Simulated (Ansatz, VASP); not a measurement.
SrO in VASP and in Ansatz

```
CELL_PARAMETERS angstrom
0.00000 2.56125 2.56125
2.56125 0.00000 2.56125
2.56125 2.56125 0.00000
ATOMIC_POSITIONS crystal
Sr 0.50000 0.50000 0.50000
O 0.00000 0.00000 0.00000
```

Alike in both runs: functional PBEsol; k mesh 8 × 8 × 8; occupations gaussian, width 0.02 eV; no spin polarisation.

Ansatz relaxed the structure, and its values are those at the end. VASP's run is a single point on that final structure, the one shown.

|  | VASP | Ansatz |
| --- | --- | --- |
| version | VASP 6.6.1 | Ansatz 0.2.0 |
| potentials or method | VASP PAW PBE potentials, release 64 (Sr_sv, O), cutoff 520 eV | scalar-relativistic, plane waves, PAW |
| valence electrons in the cell | 16 | 16 |

|  | VASP | Ansatz | Ansatz less VASP |
| --- | --- | --- | --- |
| gap on the k mesh at the Fermi level (eV) | 3.15 | 3.20 | +0.049 |
| least direct gap on the mesh (eV) | 3.23 | 3.26 | +0.038 |
| pressure (GPa) | 0.6 | 0.0 | -0.64 |

VASP's potentials were made for PBE, not for PBEsol.
